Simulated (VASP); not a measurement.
# BN (P6_3mc) in VASP: further runs

BN is run at these levels: r2SCAN; tasks: single point.

Program: VASP 6.6.1. These are calculated values, not measurements. Logs are shortened: lines on timing, memory, paths and dates and some standing lists are left out, and cuts for length are marked.

## Step 1: The cell of the first run

The structure is hexagonal, space group P6_3mc (No. 186). The conventional cell has a = 2.588 Å, b = 2.588 Å, c = 4.282 Å, α = 90.00°, β = 90.00°, γ = 120.00°. Within 2.1 Å of N (site symmetry 3m) lie 4 B at 1.59 to 1.60 Å. Within 2.1 Å of B (site symmetry 3m) lie 4 N at 1.59 to 1.60 Å.

## Step 2: Single point, r2SCAN

Contents of POSCAR:

```
BN
1.0
    2.5875479243      0.0000000000      0.0000000000
   -1.2937739622      2.2408822359      0.0000000000
    0.0000000000      0.0000000000      4.2824778918
N B
2 2
Direct
    0.3333333333      0.6666666667      0.1252760000
    0.6666666667      0.3333333333      0.6252760000
    0.3333333333      0.6666666667      0.4997240000
    0.6666666667      0.3333333333      0.9997240000
```

Contents of INCAR.step1:

```
ALGO = Normal
EDIFF = 1E-4
ENCUT = 520
GGA = PE
ISMEAR = -1
LASPH = T
LCHARG = F
LREAL = F
LWAVE = T
NBANDS = 16
NELM = 100
PREC = Accurate
SIGMA = 0.05
```

Contents of INCAR.step2:

```
ALGO = Normal
EDIFF = 1E-6
ENCUT = 520
ISIF = 2
ISMEAR = -1
ISTART = 1
LASPH = T
LCHARG = F
LMIXTAU = T
LREAL = F
LWAVE = F
METAGGA = R2SCAN
NBANDS = 16
NELM = 100
PREC = Accurate
SIGMA = 0.05
```

Contents of KPOINTS:

```
k-points
0
Gamma
  12 12 6
```

Potentials or basis: VASP PAW PBE potentials, release 64 (N, B).

Launch:

```console
> cat potpaw_PBE.64/N/POTCAR potpaw_PBE.64/B/POTCAR > POTCAR
> cp INCAR.step1 INCAR
> mpirun -np 1 vasp_std > vasp.out
> cp INCAR.step2 INCAR
> mpirun -np 1 vasp_std > vasp.out
```

OUTCAR:

```text
EDIFF = 1E-6
   ENCUT = 520
   ISIF = 2
   ISMEAR = -1
   ISTART = 1
   LASPH = T
   LREAL = F
   METAGGA = R2SCAN
   NELM = 100
   PREC = Accurate

 ion  position               nearest neighbor table
   1  0.333  0.667  0.125-   4 1.59   4 1.59   4 1.59   3 1.60
   2  0.667  0.333  0.625-   3 1.59   3 1.59   3 1.59   4 1.60
   3  0.333  0.667  0.500-   2 1.59   2 1.59   2 1.59   1 1.60
   4  0.667  0.333  1.000-   1 1.59   1 1.59   1 1.59   2 1.60

  LATTYP: Found a hexagonal cell.
 ALAT       =     2.5875479243
 C/A-ratio  =     1.6550332659

  Lattice vectors:

 A1 = (   2.5875479243,   0.0000000000,   0.0000000000)
 A2 = (  -1.2937739622,   2.2408822359,   0.0000000000)
 A3 = (   0.0000000000,   0.0000000000,   4.2824778918)

Analysis of symmetry for initial positions (statically):
=====================================================================
 Subroutine PRICEL returns:
 Original cell was already a primitive cell.

 Routine SETGRP: Setting up the symmetry group for a
 hexagonal supercell.

 Subroutine GETGRP returns: Found 12 space group operations
 (whereof  6 operations were pure point group operations)
 out of a pool of 24 trial point group operations.

The static configuration has the point symmetry C_3v.
 The point group associated with its full space group is C_6v.

Analysis of symmetry for dynamics (positions and initial velocities):
=====================================================================
 Subroutine PRICEL returns:
 Original cell was already a primitive cell.

 Routine SETGRP: Setting up the symmetry group for a
 hexagonal supercell.

 Subroutine GETGRP returns: Found 12 space group operations
 (whereof  6 operations were pure point group operations)
 out of a pool of 24 trial point group operations.

The dynamic configuration has the point symmetry C_3v.
 The point group associated with its full space group is C_6v.

 Subroutine INISYM returns: Found 12 space group operations
 (whereof  6 operations are pure point group operations),
 and found     1 'primitive' translations

----------------------------------------------------------------------------------------

                                     Primitive cell

  volume of cell :      24.8315

  direct lattice vectors                    reciprocal lattice vectors
[... 91 lines left out ...]
   EDIFF  = 0.1E-05   stopping-criterion for ELM
   LREAL  =      F    real-space projection
   EDIFFG = 0.1E-04   stopping-criterion for IOM
   NSW    =      0    number of steps for IOM
   IBRION =     -1    ionic relax: 0-MD 1-quasi-New 2-CG
   NFREE  =      0    steps in history (QN), initial steepest desc. (CG)
   ISIF   =      2    stress and relaxation
   ISYM   =      2    0-nonsym 1-usesym 2-fastsym
   POTIM  = 0.5000    time-step for ionic-motion
   TEBEG  =    0.0;   TEEND  =   0.0 temperature during run
   PSTRESS=    0.0 pullay stress
   NELECT =      16.0000    total number of electrons
   NUPDOWN=      -1.0000    fix difference up-down
   EMIN   =  10.00;   EMAX   =-10.00  energy-range for DOS
   EFERMI =   0.00;   METHOD = LEGACY
   ISMEAR =    -1;   SIGMA  =   0.05  broadening in eV -4-tet -1-fermi 0-gaus
   EFERMI_NEDOS =   21; number of points for ismear=-14 and -15
   IALGO  =     38    algorithm
   IMIX   =      4    mixing-type and parameters
     AMIX     =   0.40;   BMIX     =  1.00
     AMIX_MAG =   1.60;   BMIX_MAG =  1.00
  volume/ion in A,a.u.               =       6.21        41.89
  Fermi-wavevector in a.u.,A,eV,Ry     =   1.413993  2.672060 27.203170  1.999377
  Thomas-Fermi vector in A             =   2.535581
   LORBIT       =      0    0 simple, 1 ext, 2 COOP (PROOUT), +10 PAW based schemes
   METAGGA = R2SCAN    functional components
   LHFCALC =     F    Hartree Fock is set to
   AEXX    =    0.0000 exact exchange contribution
   IVDW    =     0    specifies the selected vdW correction
   LEPSILON=     F    determine dielectric tensor
   LRPA    =     F    only Hartree local field effects (RPA)
 non-spin polarized calculation
  energy-cutoff  :      520.00
  volume of cell :       24.83
 maximum number of plane-waves:       681
 NGX is ok and might be reduce to    20
   NGX =  9   NGY =  9   NGZ = 15

 number of electron      16.0000000 magnetization

 Free energy of the ion-electron system (eV)
  ---------------------------------------------------
  ext. energy  EPLUGINS =         0.00000000
  ---------------------------------------------------
  free energy    TOTEN  =       -38.20257750 eV

  energy without entropy =      -38.20257750  energy(sigma->0) =      -38.20257750

 E-fermi :   7.6940     XC(G=0): -13.3743

 val. band max:        6.7971473438   @ k =   0.0000   0.0000   0.0000
 cond. band min:      12.5667221218   @ k =   0.3333   0.3333   0.0000
 fundamental gap:      5.7695747780
 Fermi energy:         7.6939621697

 k-point     1 :       0.0000    0.0000    0.0000
  band No.  band energies     occupation
      1     -14.1000      2.00000
      2     -10.1076      2.00000
      3      -4.0487      2.00000
      4       4.7020      2.00000
      5       4.7020      2.00000
      6       6.5328      2.00000
[... 433 lines left out ...]
      3      -2.0200      2.00000
      4      -0.5443      2.00000
      5       0.7362      2.00000
      6       2.5553      2.00000
[... 8 lines left out ...]
     15      23.3434      0.00000
     16      23.5018      0.00000

 [... further k-points ...]

------------------------ aborting loop because EDIFF is reached ----------------------------------------

  FORCE on cell =-STRESS in cart. coord.  units (eV):
  Direction    XX          YY          ZZ          XY          YZ          ZX
  --------------------------------------------------------------------------------------
  -------------------------------------------------------------------------------------
  Total       -2.6681215     -2.6681215     -2.7887857      0.0000000      0.0000000      0.0000000
  in kB     -172.1526129   -172.1526129   -179.9381100      0.0000000      0.0000000      0.0000000
  external PRESSURE =    -174.7477786 kB  Pullay stress =       0.0000000 kB

 VOLUME and BASIS-vectors are now :
 -----------------------------------------------------------------------------
  energy-cutoff  :      520.00
  volume of cell :       24.83
      direct lattice vectors                 reciprocal lattice vectors
     2.587547924  0.000000000  0.000000000     0.386466272  0.223126406  0.000000000
    -1.293773962  2.240882236  0.000000000     0.000000000  0.446252812  0.000000000
     0.000000000  0.000000000  4.282477892     0.000000000  0.000000000  0.233509670

 POSITION                                       TOTAL-FORCE (eV/Angst)
 -----------------------------------------------------------------------------------
     -0.00000      1.49392      0.53649        -0.000000      0.000000     -0.050220
      1.29377      0.74696      2.67773         0.000000     -0.000000     -0.050220
     -0.00000      1.49392      2.14006        -0.000000      0.000000      0.050220
      1.29377      0.74696      4.28130         0.000000      0.000000      0.050220
 -----------------------------------------------------------------------------------
    total drift:                               -0.000000     -0.000000      0.002258

  FREE ENERGIE OF THE ION-ELECTRON SYSTEM (eV)
  ---------------------------------------------------
  free  energy   TOTEN  =       -38.2025775038 eV

  energy  without entropy=      -38.2025775037  energy(sigma->0) =      -38.20257750
```

OUTCAR.step1:

```text
EDIFF = 1E-4
   ENCUT = 520
   GGA = PE
   ISMEAR = -1
   LASPH = T
[... 686 lines left out ...]
     -0.00000      1.49392      0.53649         0.000000      0.000000     -0.042921
      1.29377      0.74696      2.67773        -0.000000      0.000000     -0.042921
     -0.00000      1.49392      2.14006        -0.000000     -0.000000      0.042921
      1.29377      0.74696      4.28130         0.000000     -0.000000      0.042921
 -----------------------------------------------------------------------------------
    total drift:                               -0.000000      0.000000      0.000293

  FREE ENERGIE OF THE ION-ELECTRON SYSTEM (eV)
  ---------------------------------------------------
  free  energy   TOTEN  =       -34.7934085172 eV

  energy  without entropy=      -34.7934085171  energy(sigma->0) =      -34.79340852
```

Wall time 1.9 min (1 thread of Intel Xeon Platinum 8375C at 2.90GHz (Ice Lake), shared host); peak memory 0.15 GiB.

Results:

```yaml
Free_energy: -38.2026 eV
Pressure: -17.5 GPa
Largest_force: 0.050 eV/Å
Band_gap_on_the_k_mesh: 5.77 eV, indirect (least direct gap 8.70 eV)
```

Forces in eV/Å, atoms in the order of the input:
```
N    0.000  0.000 -0.050
N    0.000  0.000 -0.050
B    0.000  0.000  0.050
B    0.000  0.000  0.050
```

Caveat: the PAW data sets were made with another functional, which shifts forces and pressure a little.

## Step 3: Single point, r2SCAN

This run uses another cell than the first one, of 6.33 Å³/atom, 1.019 times its volume.

Contents of POSCAR:

```
BN
1.0
    2.6040295656      0.0000000000      0.0000000000
   -1.3020147828      2.2551557560      0.0000000000
    0.0000000000      0.0000000000      4.3097555565
N B
2 2
Direct
    0.3333333333      0.6666666667      0.1252760000
    0.6666666667      0.3333333333      0.6252760000
    0.3333333333      0.6666666667      0.4997240000
    0.6666666667      0.3333333333      0.9997240000
```

Contents of INCAR.step1:

```
SYSTEM = BN
PREC     = Accurate       ! precision mode
ENCUT    = 520            ! plane-wave cutoff, eV
ISMEAR   = -1             ! smearing method
SIGMA    = 0.05           ! smearing width, eV
LREAL    = .FALSE.        ! projectors in reciprocal space
LASPH    = .TRUE.         ! aspherical terms in the spheres
NELM     = 80             ! most SCF steps
NBANDS   = 16             ! bands
GGA      = PE             ! functional
ALGO     = Normal         ! electronic algorithm
EDIFF    = 1E-4           ! SCF threshold, eV
LWAVE    = .TRUE.         ! write WAVECAR
LCHARG   = .FALSE.        ! write CHGCAR
```

Contents of INCAR.step2:

```
SYSTEM = BN
PREC     = Accurate       ! precision mode
ENCUT    = 520            ! plane-wave cutoff, eV
EDIFF    = 1E-6           ! SCF threshold, eV
ISMEAR   = -1             ! smearing method
SIGMA    = 0.05           ! smearing width, eV
LREAL    = .FALSE.        ! projectors in reciprocal space
LASPH    = .TRUE.         ! aspherical terms in the spheres
NELM     = 80             ! most SCF steps
ALGO     = Normal         ! electronic algorithm
ISIF     = 2              ! what is computed and relaxed
LWAVE    = .FALSE.        ! write WAVECAR
LCHARG   = .TRUE.         ! write CHGCAR
METAGGA  = R2SCAN         ! meta-GGA
LMIXTAU  = .TRUE.       
LELF     = .TRUE.         ! ELF
LVHAR    = .TRUE.       
NBANDS   = 16             ! bands
ISTART   = 1
```

Contents of KPOINTS:

```
Automatic mesh
0
G
  12 12 6
  0 0 0
```

Potentials or basis: VASP PAW PBE potentials, release 64 (N, B).

Launch:

```console
> cat potpaw_PBE.64/N/POTCAR potpaw_PBE.64/B/POTCAR > POTCAR
> cp INCAR.step1 INCAR
> mpirun -np 1 vasp_std > vasp.out
> cp INCAR.step2 INCAR
> mpirun -np 1 vasp_std > vasp.out
```

Run time: 1.7 min. Hardware: 1 thread of Intel Xeon Platinum 8375C at 2.90GHz (Ice Lake), shared host; peak memory 0.15 GiB.

It converged, with:

| Quantity | Value |
| --- | --- |
| Free energy | -38.1426 eV |
| Pressure | -23.5 GPa |
| Largest force | 0.063 eV/Å |
| Band gap on the k mesh | 5.79 eV, indirect (least direct gap 8.59 eV) |

Forces on the atoms (eV/Å):
```
N    0.000  0.000 -0.063
N    0.000  0.000 -0.063
B    0.000  0.000  0.063
B    0.000  0.000  0.063
```

Stress tensor (GPa, compression positive):
```
-23.19   0.00   0.00
  0.00 -23.19   0.00
  0.00   0.00 -24.01
```

Levels at points of the mesh, in eV from the valence-band top:
```csv
k point,band 5,band 6,band 7,band 8,band 9,band 10,band 11,band 12
"(0.00, 0.00, 0.00)",-2.06,-0.26,0.00,0.00,8.78,8.78,8.82,9.34
"(0.50, 0.00, 0.00)",-6.80,-4.83,-4.20,-2.05,7.02,8.35,10.98,11.44
"(0.00, 0.00, 0.50)",-1.13,-1.13,-1.13,-1.13,9.55,9.55,10.30,10.30
"(0.50, 0.00, 0.50)",-3.65,-3.65,-3.50,-3.50,6.90,6.90,10.22,10.22
```

Caveat: the PAW data sets were made with another functional, which shifts forces and pressure a little.
